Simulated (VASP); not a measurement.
Write the native input for VASP 6.6.1 that does the following.

- Task: single point
- Functional: PBE
- Potentials or basis: VASP PAW PBE potentials, release 64 (Ba_sv, S)
- Cutoff: 500 eV
- k mesh: 3 × 3 × 3
- Occupations: fermi-dirac, width 0.1 eV
- Spin: no spin polarisation
- Dipole correction: no
- Further INCAR settings: ALGO = Normal; EDIFF = 1e-06; NBANDS = 15

The structure of BaS lies in POSCAR:

```
BaS
1.0
    0.0000000000      3.1937500000      3.1937500000
    3.1937500000      0.0000000000      3.1937500000
    3.1937500000      3.1937500000      0.0000000000
Ba S
1 1
Direct
    0.0240574513     -0.0501507045     -0.0225366121
    0.5046841437      0.5166308430      0.4834273593
```

One way to write it, as run:

INCAR

```
  ALGO = Normal
  EDIFF = 1E-6
  ENCUT = 500
  GGA = PE
  GGA_COMPAT = F
  ISIF = 2
  ISMEAR = -1
  LASPH = T
  LCHARG = F
  LREAL = F
  LWAVE = F
  NBANDS = 15
  NELM = 120
  PREC = Accurate
  SIGMA = 0.1
```

KPOINTS

```
k-points
0
Gamma
  3 3 3
```

Potentials or basis: VASP PAW PBE potentials, release 64 (Ba_sv, S).

Command:

```sh
$ cat potpaw_PBE.64/Ba_sv/POTCAR potpaw_PBE.64/S/POTCAR > POTCAR
$ mpirun -np 1 vasp_std > vasp.out
```

Results of the run:

| Item | Value |
| --- | --- |
| Pressure | 2.4 GPa |
| Largest force | 0.603 eV/Å |
| Band gap on the k mesh | 2.62 eV (least direct gap 2.71 eV) |

Caveat: the k points lie up to 0.57 Å⁻¹ apart; spin-orbit coupling is left out, which moves the levels of the heavy elements; an odd mesh through Γ misses points on the zone boundary, where band edges can lie.

Wall time 30 s on 1 thread of Intel Xeon 8259CL (shared host), peak memory 0.2 GiB.
